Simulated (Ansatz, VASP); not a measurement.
## WS2 in VASP and in Ansatz

Contents of INCAR:

```
PREC = Accurate
ENCUT = 520
EDIFF = 1E-7
ISMEAR = 0
SIGMA = 0.05
LREAL = False
LASPH = True
NELM = 60
ALGO = Normal
ISIF = 2
LWAVE = False
LCHARG = False
GGA = CA
NBANDS = 35
```

KPOINTS

```
Automatic mesh
0
Gamma
  12 12 4
```

POSCAR

```
WS2
1.0
    3.1265905160      0.0000000000      0.0000000000
   -1.5632952580      2.7077068141      0.0000000000
    0.0000000000      0.0000000000     12.1520250223
W S
2 4
Direct
    0.3333333333      0.6666666667      0.2500000000
    0.6666666667      0.3333333333      0.7500000000
    0.3333333333      0.6666666667      0.6145775701
    0.6666666667      0.3333333333      0.1145775701
    0.3333333333      0.6666666667      0.8854224299
    0.6666666667      0.3333333333      0.3854224299
```

Input for Ansatz:

```yaml
crystal:
  lattice:
    - [3.126590516, 0.0, 0.0]
    - [-1.563295258, 2.7077068141, 0.0]
    - [0.0, 0.0, 12.1520250223]
  atoms:
    - { symbol: W, position: [0.3333333333, 0.6666666667, 0.25] }
    - { symbol: W, position: [0.6666666667, 0.3333333333, 0.75] }
    - { symbol: S, position: [0.3333333333, 0.6666666667, 0.6145775701] }
    - { symbol: S, position: [0.6666666667, 0.3333333333, 0.1145775701] }
    - { symbol: S, position: [0.3333333333, 0.6666666667, 0.8854224299] }
    - { symbol: S, position: [0.6666666667, 0.3333333333, 0.3854224299] }
basis:
  ecutwfc: 420
kpoints:
  mp_grid: { grid: [12, 12, 4] }
hamiltonian:
  xc: lda
  pseudopotentials: { kind: paw, azcp: { folder: soft_1 } }
scf:
  occupations: { method: gaussian, width: 0.05 }
output:
  forces: true
  stress: true
  eigenvalues: true
```

Alike in both runs: task single point; functional LDA; k mesh 12 × 12 × 4; occupations gaussian, width 0.05 eV; no spin polarisation.

```csv
,VASP,Ansatz
version,VASP 6.6.1,Ansatz 0.2.0
potentials or method,"VASP PAW LDA potentials, release 64 (W_sv, S), cutoff 520 eV","scalar-relativistic, plane waves, PAW"
valence electrons in the cell,52,52
```

|  | VASP | Ansatz | Ansatz less VASP |
| --- | --- | --- | --- |
| gap on the k mesh at the Fermi level (eV) | 0.76 | 0.76 | -0.009 |
| least direct gap on the mesh (eV) | 1.89 | 1.89 | -0.003 |
| pressure (GPa) | -8.2 | -8.5 | -0.35 |
| traceless stress, the component that is largest in VASP (GPa) | -6.44 | -6.45 | -0.011 |
| rms of the force components (eV/Å) | 0.729 | 0.747 | +0.0185 |

Ansatz warns that its potentials were made for another functional, while VASP's fit it. LDA's correlation is that of Perdew and Zunger in VASP and of Perdew and Wang (1992) in Ansatz. Atom by atom the forces differ by 0.018 eV/Å (rms over components).

Neither program's run includes spin-orbit coupling.
